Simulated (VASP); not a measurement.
# LiBr (Fm-3m) in VASP: notebook

The runs below take LiBr through vibrations by perturbation theory, with PBEsol.

All numbers are computed with VASP 6.6.1; they aren't measurements. Logs are shortened: lines on timing, memory, paths and dates and some standing lists are left out, and cuts for length are marked.

### Step 1. The cell of the first run

It takes space group Fm-3m (No. 225, cubic). The conventional cell has a = 4.927 Å, b = 4.927 Å, c = 4.927 Å, α = 90.00°, β = 90.00°, γ = 90.00°. Li (site symmetry m-3m) has 6 Br at 2.46 Å within 3.3 Å. Br (site symmetry m-3m) has 6 Li at 2.46 Å within 3.3 Å.

### Step 2. Vibrations by perturbation theory, PBEsol

Input file INCAR:

```
SYSTEM = LiBr
PREC = Accurate ; ENCUT = 750
EDIFF = 1E-8 ; ISMEAR = 0
SIGMA = 0.01 ; LREAL = .FALSE.
LASPH = .TRUE. ; NELM = 120
ALGO = Normal ; ISIF = 2
LWAVE = .FALSE. ; LCHARG = .FALSE.
GGA = PS ; NBANDS = 12
IBRION = 8 ; NSW = 1
LEPSILON = .TRUE. ; GGA_COMPAT = .FALSE.
```

Input file KPOINTS:

```
Automatic mesh
0
G
  8 8 8
  0 0 0
```

Input file POSCAR:

```
LiBr
1.0
    0.0000000000      2.4636898997      2.4636898997
    2.4636898997      0.0000000000      2.4636898997
    2.4636898997      2.4636898997      0.0000000000
Li Br
1 1
Direct
    0.0000000000      0.0000000000      0.0000000000
    0.5000000000      0.5000000000      0.5000000000
```

Potentials or basis: VASP PAW PBE potentials, release 64 (Li_sv, Br).

Command:

```console
$ cat potpaw_PBE.64/Li_sv/POTCAR potpaw_PBE.64/Br/POTCAR > POTCAR
$ mpirun -np 1 vasp_std > vasp.out
```

OUTCAR:

```text
SYSTEM = LiBr
   PREC = Accurate
   ENCUT = 750
   EDIFF = 1E-8
   ISMEAR = 0
   LREAL = .FALSE.
   LASPH = .TRUE.
   NELM = 120
   ISIF = 2
   GGA = PS
   IBRION = 8
   NSW = 1
   LEPSILON = .TRUE.

 ion  position               nearest neighbor table
   1  0.000  0.000  0.000-   2 2.46   2 2.46   2 2.46   2 2.46   2 2.46   2 2.46
   2  0.500  0.500  0.500-   1 2.46   1 2.46   1 2.46   1 2.46   1 2.46   1 2.46

  LATTYP: Found a face centered cubic cell.
 ALAT       =     4.9273797994

  Lattice vectors:

 A1 = (   0.0000000000,   2.4636898997,   2.4636898997)
 A2 = (   2.4636898997,   0.0000000000,   2.4636898997)
 A3 = (   2.4636898997,   2.4636898997,   0.0000000000)

Analysis of symmetry for initial positions (statically):
=====================================================================
 Subroutine PRICEL returns:
 Original cell was already a primitive cell.

 Routine SETGRP: Setting up the symmetry group for a
 face centered cubic supercell.

 Subroutine GETGRP returns: Found 48 space group operations
 (whereof 48 operations were pure point group operations)
 out of a pool of 48 trial point group operations.

The static configuration has the point symmetry O_h .

Analysis of symmetry for dynamics (positions and initial velocities):
=====================================================================
 Subroutine PRICEL returns:
 Original cell was already a primitive cell.

 Routine SETGRP: Setting up the symmetry group for a
 face centered cubic supercell.

 Subroutine GETGRP returns: Found 48 space group operations
 (whereof 48 operations were pure point group operations)
 out of a pool of 48 trial point group operations.

The dynamic configuration has the point symmetry O_h .

 Subroutine INISYM returns: Found 48 space group operations
 (whereof 48 operations are pure point group operations),
 and found     1 'primitive' translations

----------------------------------------------------------------------------------------

                                     Primitive cell

  volume of cell :      29.9081

  direct lattice vectors                    reciprocal lattice vectors
     0.000000000  2.463689900  2.463689900    -0.202947619  0.202947619  0.202947619
     2.463689900  0.000000000  2.463689900     0.202947619 -0.202947619  0.202947619
     2.463689900  2.463689900  0.000000000     0.202947619  0.202947619 -0.202947619

  length of vectors
     3.484183670  3.484183670  3.484183670     0.351515588  0.351515588  0.351515588

  position of ions in fractional coordinates (direct lattice)
     0.000000000  0.000000000  0.000000000
     0.500000000  0.500000000  0.500000000

  ion indices of the primitive-cell ions
   primitive index   ion index
                 1           1
                 2           2

----------------------------------------------------------------------------------------

 KPOINTS: Automatic mesh

Automatic generation of k-mesh.
 Grid dimensions read from file:
 generate k-points for:    8    8    8

 Generating k-lattice:
[... 508 lines left out ...]
 ------------------------------------------------------

 Free energy of the ion-electron system (eV)
  ---------------------------------------------------
  ---------------------------------------------------
  free energy    TOTEN  =        -0.29133829 eV

  energy without entropy =       -0.29133829

------------------------ aborting loop because EDIFF is reached ----------------------------------------

--------------------------------------- Ionic step        2  -------------------------------------------

------------------------ aborting loop because EDIFF is reached ----------------------------------------

--------------------------------------- Ionic step        3  -------------------------------------------

------------------------ aborting loop because EDIFF is reached ----------------------------------------

 PIEZOELECTRIC TENSOR FIELD DIRECTION 3  (e Angst)
 -----------------------------------------------------------------------------
    -0.00030  0.00000  0.00000           (  0.00000  0.00000  0.00000)
     0.00000 -0.00030  0.00000           (  0.00000  0.00000  0.00000)
     0.00000 -0.00000 -0.00062           (  0.00000  0.00000 -0.00000)

 PIEZOELECTRIC TENSOR FIELD DIRECTION 3  (C/m^2)
 -----------------------------------------------------------------------------
    -0.00016  0.00000  0.00000
     0.00000 -0.00016  0.00000
     0.00000 -0.00000 -0.00033

--------------------------------------- Ionic step        4  -------------------------------------------

------------------------ aborting loop because EDIFF is reached ----------------------------------------

[... ionic steps 5 to 6 ...]

--------------------------------------- Ionic step        7  -------------------------------------------

 Free energy of the ion-electron system (eV)
  ---------------------------------------------------
  ---------------------------------------------------
  free energy    TOTEN  =        -0.13206534 eV

  energy without entropy =       -0.13206534

------------------------ aborting loop because EDIFF is reached ----------------------------------------

 INTERNAL STRAIN TENSOR  FOR ION    2  DIRECTION 1   (eV/Angst):
 -----------------------------------------------------------------------------
    -0.00079 -0.00000  0.00000
     0.00000  0.01444  0.00000
    -0.00000  0.00000  0.01444

 MACROSCOPIC STATIC DIELECTRIC TENSOR (including local field effects in DFT)
 ------------------------------------------------------
           4.199319    -0.000000     0.000000
           0.000000     4.199319    -0.000000
          -0.000000     0.000000     4.199319
 ------------------------------------------------------

 PIEZOELECTRIC TENSOR (including local field effects)  for field in x, y, z        (e  Angst)
          XX          YY          ZZ          XY          YZ          ZX
  --------------------------------------------------------------------------------
  x     0.00000     0.00000     0.00000     0.00000     0.00000     0.00000
  y     0.00000     0.00000     0.00000     0.00000     0.00000     0.00000
  z     0.00000     0.00000     0.00000     0.00000     0.00000     0.00000

 PIEZOELECTRIC TENSOR (including local field effects)  for field in x, y, z        (C/m^2)
          XX          YY          ZZ          XY          YZ          ZX
  --------------------------------------------------------------------------------
  x     0.00000     0.00000     0.00000     0.00000     0.00000     0.00000
  y     0.00000     0.00000     0.00000     0.00000     0.00000     0.00000
  z     0.00000     0.00000     0.00000     0.00000     0.00000     0.00000

 BORN EFFECTIVE CHARGES (including local field effects) (in |e|, cummulative output)
 ---------------------------------------------------------------------------------
 ion    1
    1     1.13729     0.00000    -0.00000
    2     0.00000     1.13729     0.00000
    3    -0.00000    -0.00000     1.13729
 ion    2
    1    -1.13729     0.00000     0.00000
    2    -0.00000    -1.13729     0.00000
    3     0.00000     0.00000    -1.13729

 INTERNAL STRAIN TENSOR FOR ION    2 for displacements in x,y,z  (eV/Angst):
          X           Y           Z          XY          YZ          ZX
  --------------------------------------------------------------------------------
  x     0.00000     0.00000     0.00000     0.00000     0.00000     0.00000
  y     0.00000     0.00000     0.00000     0.00000     0.00000     0.00000
  z     0.00000     0.00000     0.00000     0.00000     0.00000     0.00000

 SECOND DERIVATIVES (NOT SYMMETRIZED)
 ------------------------------------
               1X          1Y          1Z          2X          2Y          2Z
  1X    -2.924795    0.000000    0.000000    2.924795    0.000000    0.000000
  1Y     0.000000   -2.924795    0.000000    0.000000    2.924795    0.000000
  1Z     0.000000    0.000000   -2.924795    0.000000    0.000000    2.924795
  2X     2.939866    0.000000    0.000000   -2.939866    0.000000    0.000000
  2Y     0.000000    2.939866    0.000000    0.000000   -2.939866    0.000000
  2Z     0.000000    0.000000    2.939866    0.000000    0.000000   -2.939866

 Eigenvectors and eigenvalues of the dynamical matrix
 ----------------------------------------------------

   1 f  =   10.533929 THz    66.186626 2PiTHz  351.374042 cm-1    43.564809 meV
             X         Y         Z           dx          dy          dz
      0.000000  0.000000  0.000000    -0.958626    0.000000    0.000000
      2.463690  2.463690  2.463690     0.284670    0.000000    0.000000
[... 21 lines left out ...]
   6 f/i=    0.007387 THz     0.046414 2PiTHz    0.246405 cm-1     0.030550 meV
             X         Y         Z           dx          dy          dz
      0.000000  0.000000  0.000000     0.000000    0.240617    0.152120
      2.463690  2.463690  2.463690     0.000000    0.810277    0.512264

--------------------------------------------------------------------------------------------------------

 MACROSCOPIC STATIC DIELECTRIC TENSOR IONIC CONTRIBUTION
 ------------------------------------------------------
           2.668748     0.000000    -0.000000
           0.000000     2.668748    -0.000000
          -0.000000    -0.000000     2.668748
 ------------------------------------------------------

 ELASTIC MODULI CONTR FROM IONIC RELAXATION (kBar)
 Direction    XX          YY          ZZ          XY          YZ          ZX
 --------------------------------------------------------------------------------
 XX           0.0000      0.0000      0.0000      0.0000      0.0000      0.0000
 YY           0.0000      0.0000      0.0000      0.0000      0.0000      0.0000
 ZZ           0.0000      0.0000      0.0000      0.0000      0.0000      0.0000
 XY           0.0000      0.0000      0.0000      0.0000      0.0000      0.0000
 YZ           0.0000      0.0000      0.0000      0.0000      0.0000      0.0000
 ZX           0.0000      0.0000      0.0000      0.0000      0.0000      0.0000
 --------------------------------------------------------------------------------

 PIEZOELECTRIC TENSOR IONIC CONTR  for field in x, y, z        (C/m^2)
          XX          YY          ZZ          XY          YZ          ZX
  --------------------------------------------------------------------------------
  x     0.00000     0.00000     0.00000     0.00000     0.00000     0.00000
  y     0.00000     0.00000     0.00000     0.00000     0.00000     0.00000
  z     0.00000     0.00000     0.00000     0.00000     0.00000     0.00000
```

Run time: 17 min. Hardware: 1 thread of Intel Xeon 8259CL, shared host; peak memory 0.27 GiB.

What came out:

* Electronic dielectric tensor (diagonal): 4.20
* Born charges (mean of the diagonal): Li +1.14; Br -1.14 e
* Highest phonon frequency at Γ, LO-TO splitting left out: 351 cm⁻¹

Phonon frequencies in cm⁻¹ (negative: imaginary):
```tsv
q point	frequencies
(0.000, 0.000, 0.000)	0 0 0 351 351 351
```

Electronic dielectric tensor:
```
4.20 0.00 0.00
0.00 4.20 0.00
0.00 0.00 4.20
```

Born effective charge tensors (e):
atom 1, Li
```
1.14 0.00 0.00
0.00 1.14 0.00
0.00 0.00 1.14
```
atom 2, Br
```
-1.14  0.00  0.00
 0.00 -1.14  0.00
 0.00  0.00 -1.14
```

Caveat: the cell stands under pressure or tension, which shifts response properties.

(Part 1 of 3 ends here.)
